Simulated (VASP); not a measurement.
# ZnCu (R-3m) in VASP: further runs, part 2 of 2

VASP 6.6.1. Earlier steps stand in the parts before.

## (3) Single point, PBE (14.39 Å³/atom)

INCAR

```
SYSTEM = ZnCu
ALGO = Fast
EDIFF = 1E-7
ENCUT = 520
GGA = PE
ISIF = 2
ISMEAR = 0
LASPH = .TRUE.
LCHARG = .TRUE.
LELF = .TRUE.
LREAL = .FALSE.
LVHAR = .TRUE.
LWAVE = .FALSE.
NBANDS = 18
NELM = 100
PREC = Accurate
SIGMA = 0.15
```

KPOINTS

```
k-points
0
G
  16 16 16
  0 0 0
```

POSCAR

```
ZnCu
1.0
    3.0775693820     -0.1963245033     -0.1963245033
   -0.1963245033      3.0775693820     -0.1963245033
   -0.1963245033     -0.1963245033      3.0775693820
Zn Cu
1 1
Direct
    0.5000000000      0.5000000000      0.5000000000
    0.0000000000      0.0000000000      0.0000000000
```

Potentials or basis: VASP PAW PBE potentials, release 64 (Zn, Cu).

Run with:

```console
> cat potpaw_PBE.64/Zn/POTCAR potpaw_PBE.64/Cu/POTCAR > POTCAR
> mpirun -np 1 vasp_std > vasp.out
```

OUTCAR:

```text
SYSTEM = ZnCu
   EDIFF = 1E-7
   ENCUT = 520
   GGA = PE
   ISIF = 2
   ISMEAR = 0
   LASPH = .TRUE.
   LREAL = .FALSE.
   NELM = 100
   PREC = Accurate

 ion  position               nearest neighbor table
   1  0.500  0.500  0.500-   2 2.33   2 2.33   2 2.78   2 2.78   2 2.78   2 2.78   2 2.78   2 2.78

   2  0.000  0.000  0.000-   1 2.33   1 2.33   1 2.78   1 2.78   1 2.78   1 2.78   1 2.78   1 2.78

  LATTYP: Found a trigonal (rhomboedric) cell.
 ALAT       =     3.0900679478
 COS(alpha) =    -0.1225175482

  Lattice vectors:
[... 694 lines left out ...]

  FORCE on cell =-STRESS in cart. coord.  units (eV):
  Direction    XX          YY          ZZ          XY          YZ          ZX
  --------------------------------------------------------------------------------------
  -------------------------------------------------------------------------------------
  Total       -0.3602270     -0.3602270     -0.3602270      2.2107754      2.2107754      2.2107754
  in kB      -20.0551628    -20.0551628    -20.0551628    123.0820153    123.0820153    123.0820153
  external PRESSURE =     -20.0551628 kB  Pullay stress =       0.0000000 kB

 VOLUME and BASIS-vectors are now :
 -----------------------------------------------------------------------------
  energy-cutoff  :      520.00
  volume of cell :       28.78
      direct lattice vectors                 reciprocal lattice vectors
     3.077569382 -0.196324503 -0.196324503     0.327781291  0.022334616  0.022334616
    -0.196324503  3.077569382 -0.196324503     0.022334616  0.327781291  0.022334616
    -0.196324503 -0.196324503  3.077569382     0.022334616  0.022334616  0.327781291

 POSITION                                       TOTAL-FORCE (eV/Angst)
 -----------------------------------------------------------------------------------
      1.34246      1.34246      1.34246        -0.000000      0.000000      0.000000
      0.00000      0.00000      0.00000         0.000000     -0.000000      0.000000
 -----------------------------------------------------------------------------------
    total drift:                                0.000000      0.000000     -0.000000

  FREE ENERGIE OF THE ION-ELECTRON SYSTEM (eV)
  ---------------------------------------------------
  free  energy   TOTEN  =        -4.5606777923 eV

  energy  without entropy=       -4.5533328115  energy(sigma->0) =       -4.55700530
```

stdout:

```text
POSCAR found type information on POSCAR ZnCu
 POSCAR found :  2 types and       2 ions
 scaLAPACK will be used
 LDA part: xc-table for (Slater+PW92), standard interpolation
 POSCAR, INCAR and KPOINTS ok, starting setup
 FFT: planning ... GRIDC
 FFT: planning ... GRID_SOFT
 FFT: planning ... GRID
 WAVECAR not read
 entering main loop
WARNING in EDDRMM: call to ZHEGV failed, returncode =   8  4     17
WARNING in EDDRMM: call to ZHEGV failed, returncode =   8  4     17
```

It took 4 min on 1 thread of Oxide Virtual Turin-like, shared host; peak memory 0.29 GiB.

Results:

```
Free energy            : -4.5607 eV
Pressure               : -2.0 GPa
Band gap on the k mesh : zero (an odd number of electrons rules out a gap without spin polarisation)
```

Stress tensor (GPa, compression positive):
```
-2.01 12.31 12.31
12.31 -2.01 12.31
12.31 12.31 -2.01
```

Levels at points of the mesh, in eV from the Fermi level:
| k point | band 9 | band 10 | band 11 | band 12 | band 13 | band 14 |
| --- | --- | --- | --- | --- | --- | --- |
| (0.00, 0.00, 0.00) | -2.69 | -2.64 | -2.64 | 5.05 | 6.59 | 6.59 |
| (0.50, 0.00, 0.00) | -3.32 | -2.94 | -2.71 | -2.01 | 9.52 | 9.77 |
| (0.50, 0.50, 0.00) | -2.76 | -2.45 | -2.27 | -0.60 | 0.23 | 3.05 |
| (0.50, 0.50, 0.50) | -2.46 | -2.46 | 1.68 | 3.19 | 3.36 | 3.36 |

## (4) Single point, PBE (15.08 Å³/atom)

This run uses another cell than the first one, of 15.08 Å³/atom.

INCAR

```
  PREC = Accurate
  ENCUT = 520
  EDIFF = 1E-6
  ISMEAR = 0
  SIGMA = 0.15
  LREAL = False
  LASPH = True
  NELM = 60
  ALGO = Fast
  ISIF = 2
  LWAVE = False
  LCHARG = True
  GGA = PE
  LELF = True
  LVHAR = True
  NBANDS = 18
```

KPOINTS

```
regular mesh
0
Gamma
  16 16 16
```

POSCAR

```
ZnCu
1.0
    3.1651576070     -0.3878724476     -0.3878724476
   -0.3878724476      3.1651576070     -0.3878724476
   -0.3878724476     -0.3878724476      3.1651576070
Zn Cu
1 1
Direct
    0.5000000000      0.5000000000      0.5000000000
    0.0000000000      0.0000000000      0.0000000000
```

Potentials or basis: VASP PAW PBE potentials, release 64 (Zn, Cu).

Run with:

```console
> cat potpaw_PBE.64/Zn/POTCAR potpaw_PBE.64/Cu/POTCAR > POTCAR
> mpirun -np 1 vasp_std > vasp.out
```

OUTCAR:

```text
PREC = Accurate
   ENCUT = 520
   EDIFF = 1E-6
   ISMEAR = 0
   LREAL = False
   LASPH = True
   NELM = 60
   ISIF = 2
   GGA = PE

 ion  position               nearest neighbor table
   1  0.500  0.500  0.500-   2 2.07   2 2.07
   2  0.000  0.000  0.000-   1 2.07   1 2.07

  LATTYP: Found a trigonal (rhomboedric) cell.
 ALAT       =     3.2123375832
 COS(alpha) =    -0.2233631783

  Lattice vectors:

 A1 = (   3.1651576070,  -0.3878724476,  -0.3878724476)
[... 690 lines left out ...]

------------------------ aborting loop because EDIFF is reached ----------------------------------------

  FORCE on cell =-STRESS in cart. coord.  units (eV):
  Direction    XX          YY          ZZ          XY          YZ          ZX
  --------------------------------------------------------------------------------------
  -------------------------------------------------------------------------------------
  Total        3.4599130      3.4599130      3.4599130      5.7342795      5.7342795      5.7342795
  in kB      183.7751707    183.7751707    183.7751707    304.5793865    304.5793865    304.5793865
  external PRESSURE =     183.7751707 kB  Pullay stress =       0.0000000 kB

 VOLUME and BASIS-vectors are now :
 -----------------------------------------------------------------------------
  energy-cutoff  :      520.00
  volume of cell :       30.16
      direct lattice vectors                 reciprocal lattice vectors
     3.165157607 -0.387872448 -0.387872448     0.327137569  0.045687656  0.045687656
    -0.387872448  3.165157607 -0.387872448     0.045687656  0.327137569  0.045687656
    -0.387872448 -0.387872448  3.165157607     0.045687656  0.045687656  0.327137569

 POSITION                                       TOTAL-FORCE (eV/Angst)
 -----------------------------------------------------------------------------------
      1.19471      1.19471      1.19471        -0.000000     -0.000000     -0.000000
      0.00000      0.00000      0.00000         0.000000      0.000000      0.000000
 -----------------------------------------------------------------------------------
    total drift:                                0.000000      0.000000     -0.000000

  FREE ENERGIE OF THE ION-ELECTRON SYSTEM (eV)
  ---------------------------------------------------
  free  energy   TOTEN  =        -3.1100226448 eV

  energy  without entropy=       -3.1030374102  energy(sigma->0) =       -3.10653003
```

It took 3.2 min on 1 thread of Oxide Virtual Turin-like, shared host; peak memory 0.3 GiB.

What came out:

- Free energy: -3.1100 eV
- Pressure: 18.4 GPa
- Band gap on the k mesh: zero (an odd number of electrons rules out a gap without spin polarisation)

Caveat: the cell stands under pressure.

## (5) Single point, PBE (15.08 Å³/atom)

This run uses another cell than the first one, of 15.08 Å³/atom.

INCAR

```
SYSTEM = ZnCu
ALGO = Fast ; EDIFF = 1E-7
ENCUT = 520 ; GGA = PE
ISIF = 2 ; ISMEAR = 0
LASPH = .TRUE. ; LCHARG = .FALSE.
LREAL = .FALSE. ; LWAVE = .FALSE.
NBANDS = 18 ; NELM = 60
PREC = Accurate ; SIGMA = 0.15
```

KPOINTS

```
k-points
0
G
  16 16 16
  0 0 0
```

POSCAR

```
ZnCu
1.0
    3.3540367417      0.9646111225      0.9646111225
    0.9646111225      3.3540367417      0.9646111225
    0.9646111225      0.9646111225      3.3540367417
Zn Cu
1 1
Direct
    0.5000000000      0.5000000000      0.5000000000
    0.0000000000      0.0000000000      0.0000000000
```

Run with:

```console
> cat potpaw_PBE.64/Zn/POTCAR potpaw_PBE.64/Cu/POTCAR > POTCAR
> mpirun -np 1 vasp_std > vasp.out
```

Run time: 9.4 min. Hardware: 1 thread of Oxide Virtual Turin-like, shared host; peak memory 0.32 GiB.

It converged, with:

```
Free energy            : -4.2787 eV
Pressure               : 1.4 GPa
Band gap on the k mesh : zero (an odd number of electrons rules out a gap without spin polarisation)
```

Stress tensor (GPa, compression positive):
```
1.41 1.27 1.27
1.27 1.41 1.27
1.27 1.27 1.41
```

Levels at points of the mesh, in eV from the Fermi level:
```
           k point  band 7  band 8  band 9  band 10  band 11  band 12  band 13  band 14  band 15  band 16
(0.00, 0.00, 0.00)   -3.08   -2.96   -2.96    -2.75    -2.75     5.76     8.41     8.41    10.89    12.35
(0.50, 0.00, 0.00)   -4.00   -3.56   -3.38    -2.93    -2.76    -1.89     7.66     7.73     8.48     8.93
(0.50, 0.50, 0.00)   -3.22   -2.76   -2.75    -2.66    -2.56    -0.41     1.77     3.29     5.34     8.18
(0.50, 0.50, 0.50)   -4.90   -3.36   -3.36    -2.89    -2.89    -2.40     9.32     9.32     9.74     9.74
```

## (6) The runs side by side

| cell | further INCAR settings | gap on the mesh (eV) | pressure (GPa) |
| --- | --- | --- | --- |
| a = 3.275 Å, angles 107.6°, 2 atoms | ALGO = Fast; EDIFF = 1e-07; NBANDS = 18 | none | 81.8 |
| a = 3.090 Å, angles 97.0°, 2 atoms | ALGO = Fast; EDIFF = 1e-07; NBANDS = 18 | none | -2.0 |
| a = 3.212 Å, angles 102.9°, 2 atoms | ALGO = Fast; EDIFF = 1e-06; NBANDS = 18 | none | 18.4 |
| a = 3.621 Å, angles 55.6°, 2 atoms | ALGO = Fast; EDIFF = 1e-07; NBANDS = 18 | none | 1.4 |

Alike in all rows: task single point; level PBE; potentials or basis VASP PAW PBE potentials, release 64 (Zn, Cu); no spin polarisation; k mesh 16 × 16 × 16; cutoff (eV) 520; smearing gaussian 0.15 eV.

Caveats: the cell stands under pressure (at least some runs).

Absolute energies hang on the potentials; compare differences alone.
